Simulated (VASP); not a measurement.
# Co in VASP: notebook, part 2 of 2

VASP 6.6.1. Earlier steps stand in the parts before.

## (3) Single point, PBE, collinear spin, ferromagnetic start

This run uses another cell than the first one: it holds 6 atoms, not 2.

INCAR

```
PREC = Accurate ; ENCUT = 600
EDIFF = 1E-6 ; ISMEAR = 0
SIGMA = 0.1 ; LREAL = False
LASPH = True ; NELM = 200
ALGO = Normal ; ISIF = 2
LWAVE = False ; LCHARG = False
ISPIN = 2 ; MAGMOM = 1.86 1.86 1.86 1.86 1.86 1.86
LORBIT = 11 ; LMAXMIX = 4
GGA = PE ; NBANDS = 40
GGA_COMPAT = False
```

KPOINTS

```
regular mesh
0
Gamma
  8 9 9
```

POSCAR

```
Co
1.0
    0.0000000000      0.0000000000     -4.0299686000
   -3.7406819617     -2.1596837375      0.0000000000
    0.0000000000      4.3193674750      0.0000000000
Co
6
Direct
    0.7500000000      0.3333333333      0.3333333333
    0.7500000000      0.6666666667      0.0000000000
    0.7500000000      0.0000000000      0.6666666667
    0.2500000000      0.6666666667      0.6666666667
    0.2500000000      0.0000000000      0.3333333333
    0.2500000000      0.3333333333      1.0000000000
```

Potentials or basis: VASP PAW PBE potentials, release 64 (Co).

On the command line:

```
> cat potpaw_PBE.64/Co/POTCAR > POTCAR
> mpirun -np 1 vasp_std > vasp.out
```

OUTCAR:

```text
PREC = Accurate
   ENCUT = 600
   EDIFF = 1E-6
   ISMEAR = 0
   LREAL = False
   LASPH = True
   NELM = 200
   ISIF = 2
   ISPIN = 2
   LORBIT = 11
   GGA = PE

 ion  position               nearest neighbor table
   1  0.750  0.333  0.333-   6 2.48   6 2.48   5 2.48   5 2.48   4 2.48   4 2.48   3 2.49   2 2.49
                             3 2.49   2 2.49   2 2.49   3 2.49
   2  0.750  0.667  0.000-   4 2.48   4 2.48   5 2.48   5 2.48   6 2.48   6 2.48   3 2.49   1 2.49
                             3 2.49   1 2.49   1 2.49   3 2.49
   3  0.750  0.000  0.667-   4 2.48   6 2.48   4 2.48   6 2.48   5 2.48   5 2.48   1 2.49   2 2.49
                             2 2.49   1 2.49   1 2.49   2 2.49
   4  0.250  0.667  0.667-   2 2.48   2 2.48   3 2.48   3 2.48   1 2.48   1 2.48   5 2.49   6 2.49
                             5 2.49   6 2.49   6 2.49   5 2.49
   5  0.250  0.000  0.333-   1 2.48   2 2.48   1 2.48   2 2.48   3 2.48   3 2.48   4 2.49   6 2.49
                             4 2.49   6 2.49   6 2.49   4 2.49
   6  0.250  0.333  0.000-   1 2.48   1 2.48   3 2.48   3 2.48   2 2.48   2 2.48   5 2.49   4 2.49
                             4 2.49   5 2.49   4 2.49   5 2.49
[... 7 lines left out ...]
 A1 = (  -3.7406819617,  -2.1596837375,   0.0000000000)
 A2 = (   0.0000000000,   4.3193674750,   0.0000000000)
 A3 = (   0.0000000000,   0.0000000000,  -4.0299686000)

Analysis of symmetry for initial positions (statically):
=====================================================================
[... 2269 lines left out ...]
  energy-cutoff  :      600.00
  volume of cell :       65.11
      direct lattice vectors                 reciprocal lattice vectors
     0.000000000  0.000000000 -4.029968600     0.000000000  0.000000000 -0.248140891
    -3.740681962 -2.159683737  0.000000000    -0.267330933  0.000000000  0.000000000
     0.000000000  4.319367475  0.000000000    -0.133665467  0.231515379  0.000000000

 POSITION                                       TOTAL-FORCE (eV/Angst)
 -----------------------------------------------------------------------------------
     -1.24689      0.71989     -3.02248         0.000000     -0.000000     -0.000000
     -2.49379     -1.43979     -3.02248         0.000000     -0.000000      0.000000
      0.00000      2.87958     -3.02248         0.000000      0.000000      0.000000
     -2.49379      1.43979     -1.00749        -0.000000      0.000000     -0.000000
      0.00000      1.43979     -1.00749         0.000000      0.000000      0.000000
     -1.24689     -0.71989     -1.00749         0.000000     -0.000000     -0.000000
 -----------------------------------------------------------------------------------
    total drift:                               -0.000000      0.000000     -0.000000

  FREE ENERGIE OF THE ION-ELECTRON SYSTEM (eV)
  ---------------------------------------------------
  free  energy   TOTEN  =       -42.2288575482 eV

  energy  without entropy=      -42.2075563179  energy(sigma->0) =      -42.21820693

 total charge

# of ion       s       p       d       tot
------------------------------------------
    1        0.488   0.520   7.264   8.272
    2        0.488   0.520   7.264   8.272
    3        0.488   0.520   7.264   8.272
    4        0.488   0.520   7.264   8.272
    5        0.488   0.520   7.264   8.272
    6        0.488   0.520   7.264   8.272
--------------------------------------------------
tot          2.929   3.123  43.583  49.635

 magnetization (x)

# of ion       s       p       d       tot
------------------------------------------
    1       -0.015  -0.055   1.692   1.622
    2       -0.015  -0.055   1.692   1.622
    3       -0.015  -0.055   1.692   1.622
    4       -0.015  -0.055   1.692   1.622
    5       -0.015  -0.055   1.692   1.622
    6       -0.015  -0.055   1.692   1.622
--------------------------------------------------
tot         -0.091  -0.331  10.154   9.732
```

OSZICAR:

```text
N       E                     dE             d eps       ncg     rms          rms(c)
DAV:   1     0.420347812364E+03    0.42035E+03   -0.25406E+04  9600   0.204E+03
DAV:   2    -0.159474563610E+02   -0.43630E+03   -0.41241E+03  9600   0.378E+02
DAV:   3    -0.480207156462E+02   -0.32073E+02   -0.28885E+02 10184   0.140E+02
DAV:   4    -0.485049804684E+02   -0.48426E+00   -0.48348E+00 11024   0.185E+01
DAV:   5    -0.485233405193E+02   -0.18360E-01   -0.18359E-01 14568   0.239E+00    0.257E+01
DAV:   6    -0.434568087417E+02    0.50665E+01   -0.51081E+01 10176   0.846E+01    0.122E+01
DAV:   7    -0.423240679367E+02    0.11327E+01   -0.67746E+00 10704   0.316E+01    0.663E+00
DAV:   8    -0.422749495860E+02    0.49118E-01   -0.91169E-02 11944   0.215E+00    0.302E+00
DAV:   9    -0.422303446446E+02    0.44605E-01   -0.19779E-02 12216   0.141E+00    0.828E-01
DAV:  10    -0.422288937581E+02    0.14509E-02   -0.55148E-03 11368   0.604E-01    0.958E-02
DAV:  11    -0.422288493182E+02    0.44440E-04   -0.30886E-04 12136   0.134E-01    0.716E-02
DAV:  12    -0.422288569509E+02   -0.76327E-05   -0.16632E-05 11688   0.379E-02    0.352E-02
DAV:  13    -0.422288575482E+02   -0.59738E-06   -0.62108E-06 11064   0.212E-02
   1 F= -.42228858E+02 E0= -.42218207E+02  d E =-.213012E-01  mag=     9.6073
```

stdout:

```text
POSCAR found type information on POSCAR Co
 POSCAR found :  1 types and       6 ions
 scaLAPACK will be used
 LDA part: xc-table for (Slater+PW92), standard interpolation
 POSCAR, INCAR and KPOINTS ok, starting setup
 FFT: planning ... GRIDC
 FFT: planning ... GRID_SOFT
 FFT: planning ... GRID
 WAVECAR not read
 entering main loop
```

Wall time 6 min (1 thread of Intel Xeon 6975P-C, shared host); peak memory 0.4 GiB.

Results:

* Free energy: -42.2289 eV
* Pressure: -0.7 GPa
* Net moment: 9.61 μB per cell
* Site moments: Co +1.62 μB
* Valence electrons inside the program's atomic spheres: Co 8.27

Stress tensor (GPa, compression positive):
```
-0.66  0.00  0.00
 0.00 -0.66  0.00
 0.00  0.00 -0.80
```

Levels at points of the mesh, in eV from the Fermi level:
Spin up:
```tsv
k point	band 28	band 29	band 30	band 31	band 32	band 33	band 34	band 35	band 36	band 37
(0.00, 0.00, 0.00)	-0.83	-0.83	-0.81	-0.81	-0.06	4.48	4.48	5.29	5.29	5.29
(0.50, 0.00, 0.00)	-1.14	-0.77	-0.77	-0.77	-0.77	5.71	5.71	5.71	5.71	7.32
```
Spin down:
| k point | band 20 | band 21 | band 22 | band 23 | band 24 | band 25 |
| --- | --- | --- | --- | --- | --- | --- |
| (0.00, 0.00, 0.00) | -0.31 | -0.31 | -0.17 | -0.17 | -0.13 | 0.91 |
| (0.50, 0.00, 0.00) | -1.02 | -0.18 | -0.18 | -0.18 | -0.18 | 0.71 |

## (4) Single point, PBE, collinear spin, ferromagnetic start

This run uses another cell than the first one, of 10.05 Å³/atom, 0.923 times its volume.

INCAR

```
  ALGO = Normal
  EDIFF = 1E-7
  ENCUT = 520
  GGA = PE
  ISIF = 2
  ISMEAR = 0
  ISPIN = 2
  LASPH = True
  LCHARG = False
  LMAXMIX = 4
  LORBIT = 11
  LREAL = False
  LWAVE = False
  MAGMOM = 1.82 1.82
  NBANDS = 20
  NELM = 150
  PREC = Accurate
  SIGMA = 0.1
```

KPOINTS

```
k-points
0
Gamma
  18 18 10
```

POSCAR

```
Co
1.0
    2.4308432647      0.0000000000      0.0000000000
   -1.2154216324      2.1051720199      0.0000000000
    0.0000000000      0.0000000000      3.9275195891
Co
2
Direct
    0.6666666667      0.3333333333      0.2500000000
    0.3333333333      0.6666666667      0.7500000000
```

On the command line:

```
> cat potpaw_PBE.64/Co/POTCAR > POTCAR
> mpirun -np 1 vasp_std > vasp.out
```

Wall time 2.6 min (1 thread of Intel Xeon 6975P-C (Granite Rapids), shared host); peak memory 0.23 GiB.

Results (log left out):

- Free energy: -13.9926 eV
- Pressure: 18.8 GPa
- Net moment: 3.10 μB per cell
- Site moments: Co +1.56 μB
- Valence electrons inside the program's atomic spheres: Co 8.43

Stress tensor (GPa, compression positive):
```
18.86  0.00  0.00
 0.00 18.86  0.00
 0.00  0.00 18.73
```

Levels at points of the mesh, in eV from the Fermi level:
Spin up:
| k point | band 7 | band 8 | band 9 | band 10 | band 11 | band 12 | band 13 | band 14 |
| --- | --- | --- | --- | --- | --- | --- | --- | --- |
| (0.00, 0.00, 0.00) | -2.32 | -1.94 | -1.94 | -0.69 | -0.69 | -0.08 | 7.10 | 22.63 |
| (0.50, 0.00, 0.00) | -2.22 | -0.55 | -0.44 | -0.38 | 1.55 | 3.75 | 10.35 | 11.10 |
| (0.00, 0.00, 0.50) | -2.76 | -2.76 | -1.04 | -1.04 | -1.04 | -1.04 | 15.97 | 15.97 |
| (0.50, 0.00, 0.50) | -0.98 | -0.98 | -0.44 | -0.44 | 1.76 | 1.76 | 8.00 | 8.00 |
Spin down:
| k point | band 5 | band 6 | band 7 | band 8 | band 9 | band 10 |
| --- | --- | --- | --- | --- | --- | --- |
| (0.00, 0.00, 0.00) | -1.10 | -0.69 | -0.69 | -0.23 | -0.23 | -0.13 |
| (0.50, 0.00, 0.00) | -1.28 | -1.17 | -0.70 | 1.28 | 1.43 | 1.47 |
| (0.00, 0.00, 0.50) | -1.17 | -1.17 | -1.17 | -1.17 | 0.76 | 0.76 |
| (0.50, 0.00, 0.50) | -0.11 | -0.11 | 0.26 | 0.26 | 1.39 | 1.39 |

## (5) Single point, PBE, collinear spin, ferromagnetic start

This run uses another cell than the first one, of 10.41 Å³/atom, 0.956 times its volume.

INCAR

```
PREC = Accurate
ENCUT = 520
EDIFF = 1E-6
ISMEAR = 0
SIGMA = 0.1
LREAL = F
LASPH = T
NELM = 150
ALGO = Normal
ISIF = 2
LWAVE = F
LCHARG = F
ISPIN = 2
MAGMOM = 1.83 1.83
LORBIT = 11
LMAXMIX = 4
GGA = PE
NBANDS = 20
```

KPOINTS

```
regular mesh
0
Gamma
  18 18 10
```

POSCAR

```
Co
1.0
    2.4588091033      0.0000000000      0.0000000000
   -1.2294045516      2.1293911465      0.0000000000
    0.0000000000      0.0000000000      3.9757838880
Co
2
Direct
    0.6666666667      0.3333333333      0.2500000000
    0.3333333333      0.6666666667      0.7500000000
```

Potentials or basis: VASP PAW PBE potentials, release 64 (Co).

On the command line:

```
> cat potpaw_PBE.64/Co/POTCAR > POTCAR
> mpirun -np 1 vasp_std > vasp.out
```

OUTCAR:

```text
PREC = Accurate
   ENCUT = 520
   EDIFF = 1E-6
   ISMEAR = 0
   LREAL = F
   LASPH = T
   NELM = 150
   ISIF = 2
   ISPIN = 2
   LORBIT = 11
   GGA = PE

 ion  position               nearest neighbor table
   1  0.667  0.333  0.250-   2 2.44   2 2.44   2 2.44   2 2.44   2 2.44   2 2.44
   2  0.333  0.667  0.750-   1 2.44   1 2.44   1 2.44   1 2.44   1 2.44   1 2.44

  LATTYP: Found a hexagonal cell.
 ALAT       =     2.4588091033
 C/A-ratio  =     1.6169550872

  Lattice vectors:

 A1 = (   2.4588091033,   0.0000000000,   0.0000000000)
 A2 = (  -1.2294045516,   2.1293911465,   0.0000000000)
 A3 = (   0.0000000000,   0.0000000000,   3.9757838880)

Analysis of symmetry for initial positions (statically):
=====================================================================
 Subroutine PRICEL returns:
 Original cell was already a primitive cell.

 Routine SETGRP: Setting up the symmetry group for a
 hexagonal supercell.

 Subroutine GETGRP returns: Found 24 space group operations
[... 742 lines left out ...]

 [... further k-points ...]

 spin component 2

 k-point     1 :       0.0000    0.0000    0.0000
  band No.  band energies     occupation
      1       1.7027      1.00000
      2       6.4548      1.00000
      3       9.7894      1.00000
      4       9.8139      1.00000
      5       9.8139      1.00000
      6      10.2029      1.00000
[... 541 lines left out ...]
     19      34.4213      0.00000
     20      36.8757      0.00000

 [... further k-points ...]
[... 5 lines left out ...]
  --------------------------------------------------------------------------------------
  -------------------------------------------------------------------------------------
  Total        1.1776815      1.1776815      1.1581023      0.0000000     -0.0000000      0.0000000
  in kB       90.6432348     90.6432348     89.1362735      0.0000000     -0.0000000      0.0000000
  external PRESSURE =      90.1409144 kB  Pullay stress =       0.0000000 kB

 VOLUME and BASIS-vectors are now :
 -----------------------------------------------------------------------------
  energy-cutoff  :      520.00
  volume of cell :       20.82
      direct lattice vectors                 reciprocal lattice vectors
     2.458809103  0.000000000  0.000000000     0.406700951  0.234808903  0.000000000
    -1.229404552  2.129391147  0.000000000     0.000000000  0.469617807  0.000000000
     0.000000000  0.000000000  3.975783888     0.000000000  0.000000000  0.251522726

 POSITION                                       TOTAL-FORCE (eV/Angst)
 -----------------------------------------------------------------------------------
      1.22940      0.70980      0.99395        -0.000000      0.000000      0.000000
     -0.00000      1.41959      2.98184         0.000000     -0.000000      0.000000
 -----------------------------------------------------------------------------------
    total drift:                               -0.000000      0.000000     -0.000000

  FREE ENERGIE OF THE ION-ELECTRON SYSTEM (eV)
  ---------------------------------------------------
  free  energy   TOTEN  =       -14.0542586033 eV

  energy  without entropy=      -14.0457257432  energy(sigma->0) =      -14.04999217

 total charge

# of ion       s       p       d       tot
------------------------------------------
    1        0.506   0.558   7.293   8.358
    2        0.506   0.558   7.293   8.358
--------------------------------------------------
tot          1.013   1.117  14.586  16.715

 magnetization (x)

# of ion       s       p       d       tot
------------------------------------------
    1       -0.016  -0.056   1.657   1.585
    2       -0.016  -0.056   1.657   1.585
--------------------------------------------------
tot         -0.031  -0.113   3.314   3.170
```

Wall time 2.4 min (1 thread of Intel Xeon 6975P-C (Granite Rapids), shared host); peak memory 0.23 GiB.

What came out:

```yaml
Free_energy: -14.0543 eV
Pressure: 9.0 GPa
Net_moment: 3.15 μB per cell
Site_moments: Co +1.58 μB
Valence_electrons_inside_the_program's_atomic_spheres: Co 8.36
```

Stress tensor (GPa, compression positive):
```
9.06 0.00 0.00
0.00 9.06 0.00
0.00 0.00 8.91
```

Levels at points of the mesh, in eV from the Fermi level:
Spin up:
```csv
k point,band 8,band 9,band 10,band 11,band 12,band 13,band 14,band 15
"(0.00, 0.00, 0.00)",-1.93,-1.93,-0.76,-0.76,-0.08,6.75,22.34,25.32
"(0.50, 0.00, 0.00)",-0.62,-0.52,-0.46,1.44,3.55,10.04,10.74,13.14
"(0.00, 0.00, 0.50)",-2.70,-1.09,-1.09,-1.09,-1.09,15.52,15.52,23.10
"(0.50, 0.00, 0.50)",-1.02,-0.52,-0.52,1.69,1.69,7.66,7.66,18.91
```
Spin down:
```tsv
k point	band 3	band 4	band 5	band 6	band 7	band 8	band 9	band 10	band 11	band 12
(0.00, 0.00, 0.00)	-1.06	-1.03	-1.03	-0.64	-0.64	-0.20	-0.20	-0.14	1.09	1.09
(0.50, 0.00, 0.00)	-3.44	-1.93	-1.20	-1.10	-0.66	1.23	1.37	1.41	2.66	4.51
(0.00, 0.00, 0.50)	-1.63	-1.63	-1.10	-1.10	-1.10	-1.10	0.74	0.74	0.74	0.74
(0.50, 0.00, 0.50)	-2.52	-2.52	-0.08	-0.08	0.26	0.26	1.34	1.34	2.31	2.31
```

## (6) The runs side by side

```tsv
cell	k mesh	cutoff (eV)	gap on the mesh (eV)	pressure (GPa)	moment (μB)
a = 2.487, b = 2.487, c = 4.063 Å, angles 90.0, 90.0, 120.0°, 2 atoms	12 × 12 × 4	520	none	0.6	3.34
a = 4.030, b = 4.319, c = 4.319 Å, angles 120.0, 90.0, 90.0°, 6 atoms	8 × 9 × 9	600	none	-0.7	9.61
a = 2.431, b = 2.431, c = 3.928 Å, angles 90.0, 90.0, 120.0°, 2 atoms	18 × 18 × 10	520	none	18.8	3.10
a = 2.459, b = 2.459, c = 3.976 Å, angles 90.0, 90.0, 120.0°, 2 atoms	18 × 18 × 10	520	none	9.0	3.15
```

Alike in all rows: task single point; level PBE; potentials or basis VASP PAW PBE potentials, release 64 (Co); spin collinear, ferromagnetic start; smearing gaussian 0.1 eV.

Caveats: some runs use coarse meshes.

Total energies depend on the potentials used, so only differences within one code and one set of settings carry meaning.
